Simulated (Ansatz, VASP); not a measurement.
**One calculation of MgO, two programs**

```xyz
2
Lattice="0.0000 2.1327 2.1327 2.1327 0.0000 2.1327 2.1327 2.1327 0.0000" Properties=species:S:1:pos:R:3 pbc="T T T"
Mg    0.0000    0.0000    0.0000
O     2.1327    2.1327    2.1327
```

Alike in both runs: task single point; functional LDA; k mesh 6 × 6 × 6; no spin polarisation.

|  | VASP | Ansatz |
| --- | --- | --- |
| version | VASP 6.6.1 | Ansatz 0.2 development build |
| potentials or method | VASP PAW LDA potentials, release 64 (Mg, O), cutoff 520 eV | all-electron full-potential LAPW, scalar-relativistic |
| occupations | gaussian, width 0.01 eV | fixed |

Ansatz gave:

| Quantity | Value |
| --- | --- |
| gap on the k mesh at the Fermi level (eV) | 4.30 |
| pressure (GPa) | -11.0 |

**Question.** Which values does VASP return?

**Answer.** gap on the k mesh at the Fermi level (eV): 4.30; pressure (GPa): -12.8.

LDA's correlation is that of Perdew and Zunger in VASP and of Perdew and Wang (1992) in Ansatz. Ansatz ran all-electron here, and VASP with PAW potentials.

The k mesh is coarse, so the values compare programs but aren't converged.
